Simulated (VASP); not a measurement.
# Ta2C (P-3m1) in VASP: further runs

The runs below take Ta2C through single point, with r2SCAN.

Program: VASP 6.6.1. These are calculated values, not measurements. Logs are shortened: lines on timing, memory, paths and dates and some standing lists are left out, and cuts for length are marked.

## (1) The cell of the first run

The structure is trigonal, space group P-3m1 (No. 164). Conventional cell: a = 3.110 Å, b = 3.110 Å, c = 4.942 Å, α = 90.00°, β = 90.00°, γ = 120.00°. Ta (site symmetry 3m) has 3 C at 2.19 Å within 2.9 Å. Within 2.9 Å of C (site symmetry -3m) lie 6 Ta at 2.19 Å.

## (2) Single point, r2SCAN

POSCAR reads:

```
Ta2C
1.0
    3.1101644567      0.0000000000      0.0000000000
   -1.5550822284      2.6934814295      0.0000000000
    0.0000000000      0.0000000000      4.9422989457
Ta C
2 1
Direct
    0.3333333333      0.6666666667      0.2535635793
    0.6666666667      0.3333333333      0.7464364207
    0.0000000000      0.0000000000      0.0000000000
```

INCAR.step1 reads:

```
SYSTEM = Ta2C
PREC     = Accurate       ! precision mode
ENCUT    = 520            ! plane-wave cutoff, eV
ISMEAR   = 0              ! smearing method
SIGMA    = 0.1            ! smearing width, eV
LREAL    = .FALSE.        ! projectors in reciprocal space
LASPH    = .TRUE.         ! aspherical terms in the spheres
NELM     = 60             ! most SCF steps
NBANDS   = 20             ! bands
GGA      = PE             ! functional
ALGO     = Normal         ! electronic algorithm
EDIFF    = 1E-4           ! SCF threshold, eV
LWAVE    = .TRUE.         ! write WAVECAR
LCHARG   = .FALSE.        ! write CHGCAR
```

INCAR.step2 reads:

```
SYSTEM = Ta2C
PREC     = Accurate       ! precision mode
ENCUT    = 520            ! plane-wave cutoff, eV
EDIFF    = 1E-7           ! SCF threshold, eV
ISMEAR   = 0              ! smearing method
SIGMA    = 0.1            ! smearing width, eV
LREAL    = .FALSE.        ! projectors in reciprocal space
LASPH    = .TRUE.         ! aspherical terms in the spheres
NELM     = 60             ! most SCF steps
ALGO     = Normal         ! electronic algorithm
ISIF     = 2              ! what is computed and relaxed
LWAVE    = .FALSE.        ! write WAVECAR
LCHARG   = .FALSE.        ! write CHGCAR
METAGGA  = R2SCAN         ! meta-GGA
LMIXTAU  = .TRUE.       
NBANDS   = 20             ! bands
ISTART   = 1
```

KPOINTS reads:

```
regular mesh
0
G
  18 18 8
  0 0 0
```

Potentials or basis: VASP PAW PBE potentials, release 64 (Ta_pv, C).

Run with:

```console
> cat potpaw_PBE.64/Ta_pv/POTCAR potpaw_PBE.64/C/POTCAR > POTCAR
> cp INCAR.step1 INCAR
> mpirun -np 1 vasp_std > vasp.out
> cp INCAR.step2 INCAR
> mpirun -np 1 vasp_std > vasp.out
```

OUTCAR:

```text
SYSTEM = Ta2C
   PREC = Accurate
   ENCUT = 520
   EDIFF = 1E-7
   ISMEAR = 0
   LREAL = .FALSE.
   LASPH = .TRUE.
   NELM = 60
   ISIF = 2
   METAGGA = R2SCAN
   ISTART = 1

 ion  position               nearest neighbor table
   1  0.333  0.667  0.254-   3 2.19   3 2.19   3 2.19   2 3.03   2 3.03   2 3.03   2 3.08   2 3.08
                             2 3.08
   2  0.667  0.333  0.746-   3 2.19   3 2.19   3 2.19   1 3.03   1 3.03   1 3.03   1 3.08   1 3.08
                             1 3.08
   3  0.000  0.000  0.000-   1 2.19   2 2.19   2 2.19   1 2.19   2 2.19   1 2.19

  LATTYP: Found a hexagonal cell.
 ALAT       =     3.1101644567
 C/A-ratio  =     1.5890796177

  Lattice vectors:

 A1 = (   3.1101644567,   0.0000000000,   0.0000000000)
 A2 = (  -1.5550822284,   2.6934814295,   0.0000000000)
 A3 = (   0.0000000000,   0.0000000000,   4.9422989457)

Analysis of symmetry for initial positions (statically):
=====================================================================
 Subroutine PRICEL returns:
 Original cell was already a primitive cell.

 Routine SETGRP: Setting up the symmetry group for a
 hexagonal supercell.

 Subroutine GETGRP returns: Found 12 space group operations
 (whereof 12 operations were pure point group operations)
 out of a pool of 24 trial point group operations.

The static configuration has the point symmetry D_3d.

Analysis of symmetry for dynamics (positions and initial velocities):
=====================================================================
 Subroutine PRICEL returns:
 Original cell was already a primitive cell.

 Routine SETGRP: Setting up the symmetry group for a
 hexagonal supercell.

 Subroutine GETGRP returns: Found 12 space group operations
 (whereof 12 operations were pure point group operations)
 out of a pool of 24 trial point group operations.

The dynamic configuration has the point symmetry D_3d.

 Subroutine INISYM returns: Found 12 space group operations
 (whereof 12 operations are pure point group operations),
 and found     1 'primitive' translations

----------------------------------------------------------------------------------------

                                     Primitive cell

  volume of cell :      41.4025

  direct lattice vectors                    reciprocal lattice vectors
     3.110164457  0.000000000  0.000000000     0.321526406  0.185633357  0.000000000
    -1.555082228  2.693481429  0.000000000     0.000000000  0.371266714  0.000000000
     0.000000000  0.000000000  4.942298946     0.000000000  0.000000000  0.202334988

  length of vectors
     3.110164457  3.110164457  4.942298946     0.371266714  0.371266714  0.202334988

  position of ions in fractional coordinates (direct lattice)
     0.333333333  0.666666667  0.253563579
     0.666666667  0.333333333  0.746436421
     0.000000000  0.000000000  0.000000000

  ion indices of the primitive-cell ions
   primitive index   ion index
                 1           1
                 2           2
                 3           3

----------------------------------------------------------------------------------------

 KPOINTS: regular mesh

Automatic generation of k-mesh.
 Grid dimensions read from file:
 generate k-points for:   18   18    8

 Generating k-lattice:

  Cartesian coordinates                     Fractional coordinates (reciprocal lattice)
     0.017862578  0.010312964  0.000000000     0.055555556 -0.000000000  0.000000000
     0.000000000  0.020625929  0.000000000     0.000000000  0.055555556  0.000000000
     0.000000000  0.000000000  0.025291874     0.000000000  0.000000000  0.125000000

  Length of vectors
     0.020625929  0.020625929  0.025291874

  Shift w.r.t. Gamma in fractional coordinates (k-lattice)
     0.000000000  0.000000000  0.000000000

 Subroutine IBZKPT returns following result:
 ===========================================

 Found    266 irreducible k-points:

 Following reciprocal coordinates:
            Coordinates               Weight
  0.000000  0.000000  0.000000      1.000000
  0.055556  0.000000  0.000000      6.000000
  0.111111  0.000000  0.000000      6.000000
  0.166667 -0.000000  0.000000      6.000000
  0.222222  0.000000  0.000000      6.000000
  0.277778 -0.000000  0.000000      6.000000
[... 16 lines left out ...]
  0.333333  0.111111  0.000000     12.000000
  0.388889  0.111111  0.000000     12.000000
 [... further k-points ...]
   k-points           NKPTS =    266   k-points in BZ     NKDIM =    266   number of bands    NBANDS=     20
   number of dos      NEDOS =    301   number of ions     NIONS =      3
   total plane-waves  NPLWV =  23040
   dimension x,y,z NGX =    24 NGY =   24 NGZ =   40
   dimension x,y,z NGXF=    48 NGYF=   48 NGZF=   80
   ions per type =               2   1
   NGX,Y,Z   is equivalent  to a cutoff of  12.83, 12.83, 13.45 a.u.
   NGXF,Y,Z  is equivalent  to a cutoff of  25.66, 25.66, 26.91 a.u.
 SYSTEM =  Ta2C
   PREC   = accura    normal or accurate (medium, high low for compatibility)
   ISTART =      1    job   : 0-new  1-cont  2-samecut
   ICHARG =      0    charge: 1-file 2-atom 10-const
   ISPIN  =      1    spin polarized calculation?
   LNONCOLLINEAR =      F non collinear calculations
   LSORBIT =      F    spin-orbit coupling
   LASPH  =      T    aspherical Exc in radial PAW
   ENCUT  =  520.0 eV  38.22 Ry    6.18 a.u.   5.78  5.78  9.19*2*pi/ulx,y,z
   NELM   =     60;   NELMIN=  2; NELMDL=  0     # of ELM steps
   EDIFF  = 0.1E-06   stopping-criterion for ELM
   LREAL  =      F    real-space projection
   EDIFFG = 0.1E-05   stopping-criterion for IOM
   NSW    =      0    number of steps for IOM
   IBRION =     -1    ionic relax: 0-MD 1-quasi-New 2-CG
   NFREE  =      0    steps in history (QN), initial steepest desc. (CG)
   ISIF   =      2    stress and relaxation
   ISYM   =      2    0-nonsym 1-usesym 2-fastsym
   POTIM  = 0.5000    time-step for ionic-motion
   TEBEG  =    0.0;   TEEND  =   0.0 temperature during run
   PSTRESS=    0.0 pullay stress
   NELECT =      26.0000    total number of electrons
   NUPDOWN=      -1.0000    fix difference up-down
   EMIN   =  10.00;   EMAX   =-10.00  energy-range for DOS
   EFERMI =   0.00;   METHOD = LEGACY
   ISMEAR =     0;   SIGMA  =   0.10  broadening in eV -4-tet -1-fermi 0-gaus
   EFERMI_NEDOS =   21; number of points for ismear=-14 and -15
   IALGO  =     38    algorithm
   IMIX   =      4    mixing-type and parameters
     AMIX     =   0.40;   BMIX     =  1.00
     AMIX_MAG =   1.60;   BMIX_MAG =  1.00
  volume/ion in A,a.u.               =      13.80        93.13
  Fermi-wavevector in a.u.,A,eV,Ry     =   1.401922  2.649248 26.740688  1.965385
  Thomas-Fermi vector in A             =   2.524735
   LORBIT       =      0    0 simple, 1 ext, 2 COOP (PROOUT), +10 PAW based schemes
   METAGGA = R2SCAN    functional components
   LHFCALC =     F    Hartree Fock is set to
   AEXX    =    0.0000 exact exchange contribution
   IVDW    =     0    specifies the selected vdW correction
   LEPSILON=     F    determine dielectric tensor
   LRPA    =     F    only Hartree local field effects (RPA)
 non-spin polarized calculation
 Gauss-broadening in eV      SIGMA  =   0.10
  energy-cutoff  :      520.00
  volume of cell :       41.40
 maximum number of plane-waves:      1134
   NGX = 11   NGY = 11   NGZ = 19

 number of electron      25.9999999 magnetization

 Free energy of the ion-electron system (eV)
  ---------------------------------------------------
  ext. energy  EPLUGINS =         0.00000000
  ---------------------------------------------------
  free energy    TOTEN  =      -109.16654752 eV

  energy without entropy =     -109.16303810  energy(sigma->0) =     -109.16479281

 E-fermi :   6.5735     XC(G=0): -13.8548

 val. band max:        6.5650407246   @ k =   0.0556   0.0556   0.5000
 cond. band min:       6.5861443706   @ k =   0.0000   0.0556   0.2500
 fundamental gap:      0.0211036460
 Fermi energy:         6.5735384669

 k-point     1 :       0.0000    0.0000    0.0000
  band No.  band energies     occupation
      1     -29.6577      2.00000
      2     -28.9529      2.00000
      3     -28.9529      2.00000
      4     -28.8383      2.00000
      5     -28.8383      2.00000
      6     -28.7490      2.00000
[... 12 lines left out ...]
     19       9.4457      0.00000
     20      14.2795      0.00000

 k-point     2 :       0.0556    0.0000    0.0000
  band No.  band energies     occupation
      1     -29.6489      2.00000
      2     -28.9721      2.00000
      3     -28.9597      2.00000
      4     -28.8572      2.00000
      5     -28.8400      2.00000
      6     -28.7521      2.00000
[... 12 lines left out ...]
     19       9.8407      0.00000
     20      14.3737      0.00000

 k-point     3 :       0.1111    0.0000    0.0000
  band No.  band energies     occupation
      1     -29.6230      2.00000
      2     -29.0271      2.00000
      3     -28.9787      2.00000
      4     -28.9108      2.00000
      5     -28.8453      2.00000
      6     -28.7618      2.00000
[... 12 lines left out ...]
     19      10.6730      0.00000
     20      14.3887      0.00000

 k-point     4 :       0.1667   -0.0000    0.0000
  band No.  band energies     occupation
      1     -29.5817      2.00000
      2     -29.1111      2.00000
      3     -29.0065      2.00000
      4     -28.9910      2.00000
      5     -28.8547      2.00000
      6     -28.7785      2.00000
[... 12 lines left out ...]
     19      11.5984      0.00000
     20      14.1484      0.00000

 k-point     5 :       0.2222    0.0000    0.0000
  band No.  band energies     occupation
      1     -29.5278      2.00000
      2     -29.2136      2.00000
      3     -29.0864      2.00000
      4     -29.0391      2.00000
      5     -28.8675      2.00000
      6     -28.8027      2.00000
[... 12 lines left out ...]
     19      12.4852      0.00000
     20      13.8432      0.00000
[... 353 lines left out ...]
      6     -28.8447      2.00000
[... 12 lines left out ...]
     19      12.9913      0.00000
     20      13.7434      0.00000

 k-point    22 :       0.2778    0.1111    0.0000
  band No.  band energies     occupation
      1     -29.4248      2.00000
      2     -29.3677      2.00000
      3     -29.2975      2.00000
      4     -29.1113      2.00000
      5     -28.9402      2.00000
      6     -28.8827      2.00000
[... 12 lines left out ...]
     19      13.1113      0.00000
     20      13.4260      0.00000

 k-point    23 :       0.3333    0.1111    0.0000
  band No.  band energies     occupation
      1     -29.4953      2.00000
      2     -29.3472      2.00000
      3     -29.3077      2.00000
      4     -29.1507      2.00000
      5     -28.9557      2.00000
      6     -28.9240      2.00000
[... 12 lines left out ...]
     19      12.8435      0.00000
     20      13.0576      0.00000

 k-point    24 :       0.3889    0.1111    0.0000
  band No.  band energies     occupation
      1     -29.5442      2.00000
      2     -29.3776      2.00000
      3     -29.2575      2.00000
      4     -29.1761      2.00000
      5     -28.9663      2.00000
      6     -28.9603      2.00000
[... 12 lines left out ...]
     19      12.3910      0.00000
     20      12.7764      0.00000

 [... further k-points ...]

------------------------ aborting loop because EDIFF is reached ----------------------------------------

  FORCE on cell =-STRESS in cart. coord.  units (eV):
  Direction    XX          YY          ZZ          XY          YZ          ZX
  --------------------------------------------------------------------------------------
  -------------------------------------------------------------------------------------
  Total        0.2319396      0.2319396      0.2012638     -0.0000000     -0.0000000     -0.0000000
  in kB        8.9755101      8.9755101      7.7884312     -0.0000000     -0.0000000     -0.0000000
  external PRESSURE =       8.5798172 kB  Pullay stress =       0.0000000 kB

 VOLUME and BASIS-vectors are now :
 -----------------------------------------------------------------------------
  energy-cutoff  :      520.00
  volume of cell :       41.40
      direct lattice vectors                 reciprocal lattice vectors
     3.110164457  0.000000000  0.000000000     0.321526406  0.185633357  0.000000000
    -1.555082228  2.693481429  0.000000000     0.000000000  0.371266714  0.000000000
     0.000000000  0.000000000  4.942298946     0.000000000  0.000000000  0.202334988

 POSITION                                       TOTAL-FORCE (eV/Angst)
 -----------------------------------------------------------------------------------
     -0.00000      1.79565      1.25319         0.000000     -0.000000      0.044586
      1.55508      0.89783      3.68911        -0.000000      0.000000     -0.044586
      0.00000      0.00000      0.00000        -0.000000      0.000000     -0.000000
 -----------------------------------------------------------------------------------
    total drift:                                0.000000     -0.000000     -0.000000

  FREE ENERGIE OF THE ION-ELECTRON SYSTEM (eV)
  ---------------------------------------------------
  free  energy   TOTEN  =      -109.1665475164 eV

  energy  without entropy=     -109.1630381019  energy(sigma->0) =     -109.16479281
```

It took 9.2 min on 1 thread of Intel Xeon Platinum 8259CL at 2.50GHz (Skylake/Cascade Lake), shared host; peak memory 0.32 GiB.

Results:

* Free energy: -109.1665 eV
* Pressure: 0.9 GPa
* Largest force: 0.045 eV/Å
* Band gap on the k mesh: zero (bands 13 and 14 overlap by 0.75 eV)

Forces on the atoms (eV/Å):
```
Ta   0.000  0.000  0.045
Ta   0.000  0.000 -0.045
C    0.000  0.000  0.000
```

Levels at points of the mesh, in eV from the Fermi level:
| k point | band 9 | band 10 | band 11 | band 12 | band 13 | band 14 | band 15 | band 16 | band 17 | band 18 |
| --- | --- | --- | --- | --- | --- | --- | --- | --- | --- | --- |
| (0.00, 0.00, 0.00) | -3.85 | -3.85 | -3.51 | 0.02 | 0.51 | 0.51 | 1.17 | 1.17 | 2.45 | 2.45 |
| (0.50, 0.00, 0.00) | -4.69 | -4.28 | -3.89 | -2.13 | -0.46 | 3.38 | 3.56 | 4.66 | 5.26 | 5.35 |
| (0.00, 0.00, 0.50) | -4.11 | -4.11 | -1.97 | -1.80 | -0.24 | -0.24 | 2.98 | 2.98 | 3.62 | 3.62 |
| (0.50, 0.00, 0.50) | -4.95 | -3.84 | -2.63 | -1.51 | -1.23 | 1.47 | 1.48 | 4.47 | 4.94 | 5.10 |

Caveat: the PAW data sets were made with another functional, which shifts forces and pressure a little; spin-orbit coupling is left out, which moves the levels of the heavy elements.

(Continued in part 2 of 2.)

The gap in the log of VASP goes by the Fermi energy; the results here count the filled bands.